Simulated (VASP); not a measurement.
# Se (Im-3m) in VASP: further runs

Runs on Se. Level: r2SCAN. Tasks: single point, relaxation of cell and atoms.

All numbers are computed with VASP 6.6.1; they aren't measurements. Logs are shortened: lines on timing, memory, paths and dates and some standing lists are left out, and cuts for length are marked.

**1. The cell of the first run**

Symmetry: Im-3m, No. 229, cubic system. The conventional cell has a = 3.434 Å, b = 3.434 Å, c = 3.434 Å, α = 90.00°, β = 90.00°, γ = 90.00°. Within 3.9 Å of Se (site symmetry m-3m) lie 14 Se at 2.97 to 3.43 Å.

**2. Single point, r2SCAN**

Contents of POSCAR:

```
Se
1.0
   -1.7171945329      1.7171945329      1.7171945329
    1.7171945329     -1.7171945329      1.7171945329
    1.7171945329      1.7171945329     -1.7171945329
Se
1
Direct
    0.0000000000      0.0000000000      0.0000000000
```

Contents of INCAR.step1:

```
SYSTEM = Se
PREC = Accurate
ENCUT = 520
ISMEAR = 0
SIGMA = 0.1
LREAL = .FALSE.
LASPH = .TRUE.
NELM = 100
NBANDS = 9
GGA = PE
ALGO = Normal
EDIFF = 1E-4
LWAVE = .TRUE.
LCHARG = .FALSE.
```

Contents of INCAR.step2:

```
SYSTEM = Se
PREC = Accurate
ENCUT = 520
EDIFF = 1E-6
ISMEAR = 0
SIGMA = 0.1
LREAL = .FALSE.
LASPH = .TRUE.
NELM = 100
ALGO = Normal
ISIF = 2
LWAVE = .FALSE.
LCHARG = .FALSE.
METAGGA = R2SCAN
LMIXTAU = .TRUE.
NBANDS = 9
ISTART = 1
```

Contents of KPOINTS:

```
regular mesh
0
G
  18 18 18
  0 0 0
```

Potentials or basis: VASP PAW PBE potentials, release 64 (Se).

On the command line:

```console
> cat potpaw_PBE.64/Se/POTCAR > POTCAR
> cp INCAR.step1 INCAR
> mpirun -np 1 vasp_std > vasp.out
> cp INCAR.step2 INCAR
> mpirun -np 1 vasp_std > vasp.out
```

OUTCAR:

```text
SYSTEM = Se
   PREC = Accurate
   ENCUT = 520
   EDIFF = 1E-6
   ISMEAR = 0
   LREAL = .FALSE.
   LASPH = .TRUE.
   NELM = 100
   ISIF = 2
   METAGGA = R2SCAN
   ISTART = 1

 ion  position               nearest neighbor table
   1  0.000  0.000  0.000-

  LATTYP: Found a body centered cubic cell.
 ALAT       =     3.4343890658

  Lattice vectors:

 A1 = (  -1.7171945329,   1.7171945329,   1.7171945329)
 A2 = (   1.7171945329,  -1.7171945329,   1.7171945329)
 A3 = (   1.7171945329,   1.7171945329,  -1.7171945329)

Analysis of symmetry for initial positions (statically):
=====================================================================
 Subroutine PRICEL returns:
 Original cell was already a primitive cell.

 Routine SETGRP: Setting up the symmetry group for a
 body centered cubic supercell.

 Subroutine GETGRP returns: Found 48 space group operations
 (whereof 48 operations were pure point group operations)
 out of a pool of 48 trial point group operations.

The static configuration has the point symmetry O_h .

Analysis of symmetry for dynamics (positions and initial velocities):
=====================================================================
 Subroutine PRICEL returns:
 Original cell was already a primitive cell.

 Routine SETGRP: Setting up the symmetry group for a
 body centered cubic supercell.

 Subroutine GETGRP returns: Found 48 space group operations
 (whereof 48 operations were pure point group operations)
 out of a pool of 48 trial point group operations.

The dynamic configuration has the point symmetry O_h .

 Subroutine INISYM returns: Found 48 space group operations
 (whereof 48 operations are pure point group operations),
 and found     1 'primitive' translations

----------------------------------------------------------------------------------------

                                     Primitive cell

  volume of cell :      20.2544

  direct lattice vectors                    reciprocal lattice vectors
    -1.717194533  1.717194533  1.717194533     0.000000000  0.291172602  0.291172602
     1.717194533 -1.717194533  1.717194533     0.291172602  0.000000000  0.291172602
     1.717194533  1.717194533 -1.717194533     0.291172602  0.291172602  0.000000000

  length of vectors
     2.974268177  2.974268177  2.974268177     0.411780243  0.411780243  0.411780243

  position of ions in fractional coordinates (direct lattice)
     0.000000000  0.000000000  0.000000000

  ion indices of the primitive-cell ions
   primitive index   ion index
                 1           1

----------------------------------------------------------------------------------------

 KPOINTS: regular mesh

Automatic generation of k-mesh.
 Grid dimensions read from file:
 generate k-points for:   18   18   18

 Generating k-lattice:

  Cartesian coordinates                     Fractional coordinates (reciprocal lattice)
     0.000000000  0.016176256  0.016176256     0.055555556  0.000000000  0.000000000
     0.016176256  0.000000000  0.016176256     0.000000000  0.055555556  0.000000000
     0.016176256  0.016176256  0.000000000     0.000000000  0.000000000  0.055555556

  Length of vectors
     0.022876680  0.022876680  0.022876680

  Shift w.r.t. Gamma in fractional coordinates (k-lattice)
     0.000000000  0.000000000  0.000000000

 Subroutine IBZKPT returns following result:
 ===========================================

 Found    195 irreducible k-points:

 Following reciprocal coordinates:
            Coordinates               Weight
  0.000000  0.000000  0.000000      1.000000
  0.055556  0.000000  0.000000     12.000000
  0.111111  0.000000  0.000000     12.000000
  0.166667  0.000000  0.000000     12.000000
  0.222222  0.000000  0.000000     12.000000
  0.277778  0.000000  0.000000     12.000000
[... 16 lines left out ...]
  0.333333  0.111111 -0.000000     48.000000
  0.388889  0.111111  0.000000     48.000000
 [... further k-points ...]
   k-points           NKPTS =    195   k-points in BZ     NKDIM =    195   number of bands    NBANDS=      9
   number of dos      NEDOS =    301   number of ions     NIONS =      1
   total plane-waves  NPLWV =  13824
   dimension x,y,z NGX =    24 NGY =   24 NGZ =   24
   dimension x,y,z NGXF=    48 NGYF=   48 NGZF=   48
   ions per type =               1
   NGX,Y,Z   is equivalent  to a cutoff of  13.41, 13.41, 13.41 a.u.
   NGXF,Y,Z  is equivalent  to a cutoff of  26.83, 26.83, 26.83 a.u.
 SYSTEM =  Se
   PREC   = accura    normal or accurate (medium, high low for compatibility)
   ISTART =      1    job   : 0-new  1-cont  2-samecut
   ICHARG =      0    charge: 1-file 2-atom 10-const
   ISPIN  =      1    spin polarized calculation?
   LNONCOLLINEAR =      F non collinear calculations
   LSORBIT =      F    spin-orbit coupling
   LASPH  =      T    aspherical Exc in radial PAW
   ENCUT  =  520.0 eV  38.22 Ry    6.18 a.u.   5.53  5.53  5.53*2*pi/ulx,y,z
   NELM   =    100;   NELMIN=  2; NELMDL=  0     # of ELM steps
   EDIFF  = 0.1E-05   stopping-criterion for ELM
   LREAL  =      F    real-space projection
[... 7 lines left out ...]
   TEBEG  =    0.0;   TEEND  =   0.0 temperature during run
   PSTRESS=    0.0 pullay stress
   NELECT =       6.0000    total number of electrons
   NUPDOWN=      -1.0000    fix difference up-down
   EMIN   =  10.00;   EMAX   =-10.00  energy-range for DOS
   EFERMI =   0.00;   METHOD = LEGACY
   ISMEAR =     0;   SIGMA  =   0.10  broadening in eV -4-tet -1-fermi 0-gaus
   EFERMI_NEDOS =   21; number of points for ismear=-14 and -15
   IALGO  =     38    algorithm
   IMIX   =      4    mixing-type and parameters
     AMIX     =   0.40;   BMIX     =  1.00
     AMIX_MAG =   1.60;   BMIX_MAG =  1.00
  volume/ion in A,a.u.               =      20.25       136.68
  Fermi-wavevector in a.u.,A,eV,Ry     =   1.091321  2.062297 16.204281  1.190981
  Thomas-Fermi vector in A             =   2.227564
   LORBIT       =      0    0 simple, 1 ext, 2 COOP (PROOUT), +10 PAW based schemes
   METAGGA = R2SCAN    functional components
   LHFCALC =     F    Hartree Fock is set to
   AEXX    =    0.0000 exact exchange contribution
   IVDW    =     0    specifies the selected vdW correction
   LEPSILON=     F    determine dielectric tensor
   LRPA    =     F    only Hartree local field effects (RPA)
 non-spin polarized calculation
 Gauss-broadening in eV      SIGMA  =   0.10
  energy-cutoff  :      520.00
  volume of cell :       20.25
 maximum number of plane-waves:       563
 NGX is ok and might be reduce to    24
   NGX = 11   NGY = 11   NGZ = 11

 number of electron       5.9999999 magnetization

 Free energy of the ion-electron system (eV)
  ---------------------------------------------------
  ext. energy  EPLUGINS =         0.00000000
  ---------------------------------------------------
  free energy    TOTEN  =       -13.59866583 eV

  energy without entropy =      -13.59554974  energy(sigma->0) =      -13.59710779

 E-fermi :   5.3949     XC(G=0): -11.1192

 val. band max:        5.3945267219   @ k =   0.3333   0.2778   0.0556
 cond. band min:       5.3969840837   @ k =   0.1667   0.1667   0.1111
 fundamental gap:      0.0024573618
 Fermi energy:         5.3949248103

 k-point     1 :       0.0000    0.0000    0.0000
  band No.  band energies     occupation
      1     -11.4902      2.00000
      2       8.4288      0.00000
      3       8.4288      0.00000
      4       8.4288      0.00000
      5      17.8436      0.00000
      6      18.2679      0.00000
      7      18.2679      0.00000
      8      18.2679      0.00000
      9      21.7143      0.00000

 k-point     2 :       0.0556    0.0000    0.0000
  band No.  band energies     occupation
      1     -11.4219      2.00000
      2       8.0060      0.00000
      3       8.2805      0.00000
      4       8.4055      0.00000
      5      17.9260      0.00000
      6      17.9954      0.00000
      7      18.4053      0.00000
      8      18.5657      0.00000
      9      20.9943      0.00000

 k-point     3 :       0.1111    0.0000    0.0000
  band No.  band energies     occupation
      1     -11.2187      2.00000
      2       6.9206      0.00000
      3       7.8886      0.00000
      4       8.3375      0.00000
      5      17.2919      0.00000
      6      17.3596      0.00000
      7      19.3774      0.00000
      8      19.4055      0.00000
      9      20.5366      0.00000

 k-point     4 :       0.1667    0.0000    0.0000
  band No.  band energies     occupation
      1     -10.8851      2.00000
      2       5.4858      0.19867
      3       7.3651      0.00000
      4       8.2315      0.00000
      5      16.3040      0.00000
      6      16.6203      0.00000
      7      20.1748      0.00000
      8      20.6740      0.00000
      9      20.9063      0.00000
[... 205 lines left out ...]
 k-point    22 :       0.2778    0.1111    0.0000
  band No.  band energies     occupation
      1      -9.0753      2.00000
      2       0.9736      2.00000
      3       5.0726      1.99999
      4       7.2321      0.00000
      5      14.5073      0.00000
      6      15.8547      0.00000
      7      20.1569      0.00000
      8      23.6247      0.00000
      9      24.3572      0.00000

 k-point    23 :       0.3333    0.1111   -0.0000
  band No.  band energies     occupation
      1      -8.4589      2.00000
      2      -0.1863      2.00000
      3       4.6720      2.00000
      4       7.0867      0.00000
      5      14.1082      0.00000
      6      15.6550      0.00000
      7      20.7598      0.00000
      8      24.3707      0.00000
      9      25.3326      0.00000

 k-point    24 :       0.3889    0.1111    0.0000
  band No.  band energies     occupation
      1      -7.9634      2.00000
      2      -1.0218      2.00000
      3       4.4307      2.00000
      4       6.9929      0.00000
      5      13.8647      0.00000
      6      15.5308      0.00000
      7      21.5556      0.00000
      8      23.7345      0.00000
      9      26.2362      0.00000

 [... further k-points ...]

------------------------ aborting loop because EDIFF is reached ----------------------------------------

  FORCE on cell =-STRESS in cart. coord.  units (eV):
  Direction    XX          YY          ZZ          XY          YZ          ZX
  --------------------------------------------------------------------------------------
  -------------------------------------------------------------------------------------
  Total       -0.0174024     -0.0174024     -0.0174024     -0.0000000      0.0000000      0.0000000
  in kB       -1.3765832     -1.3765832     -1.3765832     -0.0000000      0.0000000      0.0000000
  external PRESSURE =      -1.3765832 kB  Pullay stress =       0.0000000 kB

 VOLUME and BASIS-vectors are now :
 -----------------------------------------------------------------------------
  energy-cutoff  :      520.00
  volume of cell :       20.25
      direct lattice vectors                 reciprocal lattice vectors
    -1.717194533  1.717194533  1.717194533     0.000000000  0.291172602  0.291172602
     1.717194533 -1.717194533  1.717194533     0.291172602  0.000000000  0.291172602
     1.717194533  1.717194533 -1.717194533     0.291172602  0.291172602  0.000000000

 POSITION                                       TOTAL-FORCE (eV/Angst)
 -----------------------------------------------------------------------------------
      0.00000      0.00000      0.00000         0.000000      0.000000      0.000000
 -----------------------------------------------------------------------------------
    total drift:                               -0.000000     -0.000000      0.000000

  FREE ENERGIE OF THE ION-ELECTRON SYSTEM (eV)
  ---------------------------------------------------
  free  energy   TOTEN  =       -13.5986658304 eV

  energy  without entropy=      -13.5955497418  energy(sigma->0) =      -13.59710779
```

It took 1.9 min on 1 thread of AMD EPYC 7R43 (Zen 3), shared host; peak memory 0.13 GiB.

Results:

```yaml
Free_energy: -13.5987 eV
Pressure: -0.1 GPa
Band_gap_on_the_k_mesh: zero (band 3 reaches 8.43 eV, above the bottom of band 4 at 1.88 eV)
```

Caveat: the PAW data sets were made with another functional, which shifts forces and pressure a little.

[end of part 1 of 2]
